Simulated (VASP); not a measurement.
A run of VASP 6.6.1:

INCAR

```
SYSTEM = VH2
ALGO = Normal ; EDIFF = 1E-6
ENCUT = 520 ; GGA = CA
ISIF = 2 ; ISMEAR = -1
LASPH = .True. ; LCHARG = .False.
LREAL = .False. ; LWAVE = .False.
NBANDS = 14 ; NELM = 100
PREC = Accurate ; SIGMA = 0.15
```

The input KPOINTS:

```
k-points
0
Gamma
  18 18 18
  0 0 0
```

File POSCAR:

```
VH2
1.0
    0.0000000000      2.0548187811      2.0548187811
    2.0548187811      0.0000000000      2.0548187811
    2.0548187811      2.0548187811      0.0000000000
V H
1 2
Direct
    0.0000000000      0.0000000000      0.0000000000
    0.2500000000      0.2500000000      0.2500000000
    0.7500000000      0.7500000000      0.7500000000
```

Potentials or basis: VASP PAW LDA potentials, release 64 (V_sv, H).

The run is started by

```bash
$ cat potpaw_LDA.64/V_sv/POTCAR potpaw_LDA.64/H/POTCAR > POTCAR
$ mpirun -np 1 vasp_std > vasp.out
```

Hardware: 1 thread of Intel(R) Xeon(R) 6975P-C (Granite Rapids), on a shared host.

Estimate the wall time of this run.

It took 13 s on 1 thread of Intel(R) Xeon(R) 6975P-C (Granite Rapids) (shared host), peak memory 0.16 GiB. Counts: scf iterations 12, k points 195.
